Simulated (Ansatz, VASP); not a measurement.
## Ir in VASP and in Ansatz

```
Ir
1.0
     0.00000    2.75469    2.75469
     2.75469    0.00000    2.75469
     2.75469    2.75469    0.00000
Ir
2
Direct
  0.50000 0.50000 0.50000
  0.75000 0.75000 0.75000
```

Alike in both runs: task relaxation of cell and atoms; functional PBEsol; k mesh 14 × 14 × 14; occupations gaussian, width 0.1 eV; no spin polarisation.

|  | VASP | Ansatz |
| --- | --- | --- |
| version | VASP 6.6.1 | Ansatz 0.2.0 |
| potentials or method | VASP PAW PBE potentials, release 64 (Ir), cutoff 600 eV | scalar-relativistic, plane waves, PAW |
| valence electrons in the cell | 18 | 34 |

```tsv
	VASP	Ansatz	Ansatz less VASP
gap on the k mesh at the Fermi level, each at its own relaxed structure (eV)	none	none	-
relaxed volume (Å³/atom)	20.83	20.85	+0.029
relaxed length of the cell vector where the two differ most in proportion (Å)	3.891	3.893	+0.0018
```

VASP's potentials were made for PBE, not for PBEsol. A gap of «none» marks a metal or a gap that the smearing closes. VASP's potentials hold 18 valence electrons a cell and Ansatz's 34, so a difference there can come from the potentials and not from the codes.

Neither program's run includes spin-orbit coupling.
